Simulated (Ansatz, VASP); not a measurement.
## AlN: VASP beside Ansatz

File INCAR:

```
PREC = Accurate
ENCUT = 520
EDIFF = 1E-6
ISMEAR = 0
SIGMA = 0.05
LREAL = F
LASPH = T
NELM = 80
ALGO = Normal
ISIF = 2
LWAVE = F
LCHARG = F
GGA = PE
NBANDS = 16
```

Contents of KPOINTS:

```
Automatic mesh
0
Gamma
  12 12 8
```

The input POSCAR:

```
AlN
1.0
    3.1374620401      0.0000000000      0.0000000000
   -1.5687310200      2.7171218302      0.0000000000
    0.0000000000      0.0000000000      3.9667454211
Al N
2 2
Direct
    0.3333333300      0.6666666700      0.7500000000
    0.6666666700      0.3333333300      0.2500000000
    0.3333333300      0.6666666700      0.2500000000
    0.6666666700      0.3333333300      0.7500000000
```

Input for Ansatz:

```yaml
crystal:
  lattice:
    - [3.1374620401, 0.0, 0.0]
    - [-1.56873102, 2.7171218302, 0.0]
    - [0.0, 0.0, 3.9667454211]
  atoms:
    - { symbol: Al, position: [0.33333333, 0.66666667, 0.75] }
    - { symbol: Al, position: [0.66666667, 0.33333333, 0.25] }
    - { symbol: "N", position: [0.33333333, 0.66666667, 0.25] }
    - { symbol: "N", position: [0.66666667, 0.33333333, 0.75] }
basis:
  ecutwfc: 500
  fft_grid_basis: typed
kpoints:
  mp_grid: { grid: [12, 12, 8] }
hamiltonian:
  xc: pbe
  pseudopotentials: { kind: paw }
scf:
  occupations: { method: gaussian, width: 0.05 }
output:
  forces: true
  stress: true
  eigenvalues: true
  bader: true
  write_density: true
  volumetric_format: npy
  elf: true
```

Alike in both runs: task single point; functional PBE; k mesh 12 × 12 × 8; occupations gaussian, width 0.05 eV; no spin polarisation.

|  | VASP | Ansatz |
| --- | --- | --- |
| version | VASP 6.6.1 | Ansatz 0.2.0 |
| potentials or method | VASP PAW PBE potentials, release 64 (Al, N), cutoff 520 eV | scalar-relativistic, plane waves, PAW |
| valence electrons in the cell | 16 | 16 |

VASP gave:

```
gap on the k mesh at the Fermi level (eV) : 4.33
```

Task: Estimate Ansatz's values.

Result: gap on the k mesh at the Fermi level (eV): 4.35.

The functional is the same, so the differences come from potentials, cutoffs and numerics.
